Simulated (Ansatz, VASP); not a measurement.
**One calculation of TePt2, two programs**

```
Te Pt
1.0
     4.69515    0.00000    0.00000
    -2.34757    4.06612    0.00000
     0.00000    0.00000    2.97460
Te Pt
1 2
Direct
  0.00000 0.00000 0.00000
  0.33333 0.66667 0.50000
  0.66667 0.33333 0.50000
```

Alike in both runs: functional PBE; k mesh 12 × 12 × 16; occupations gaussian, width 0.1 eV; no spin polarisation.

Ansatz relaxed the structure, and its values are those at the end. VASP's run is a single point on that final structure, the one shown.

|  | VASP | Ansatz |
| --- | --- | --- |
| version | VASP 6.6.1 | Ansatz 0.2.0 |
| potentials or method | VASP PAW PBE potentials, release 64 (Te, Pt), cutoff 520 eV | scalar-relativistic, plane waves, PAW |
| valence electrons in the cell | 26 | 52 |

```csv
,VASP,Ansatz,Ansatz less VASP
gap on the k mesh at the Fermi level (eV),none,none,-
pressure (GPa),-0.3,0.0,+0.30
```

A gap of «none» marks a metal or a gap that the smearing closes. VASP's potentials hold 26 valence electrons a cell and Ansatz's 52, so a difference there can come from the potentials and not from the codes.

Spin-orbit coupling is off throughout.
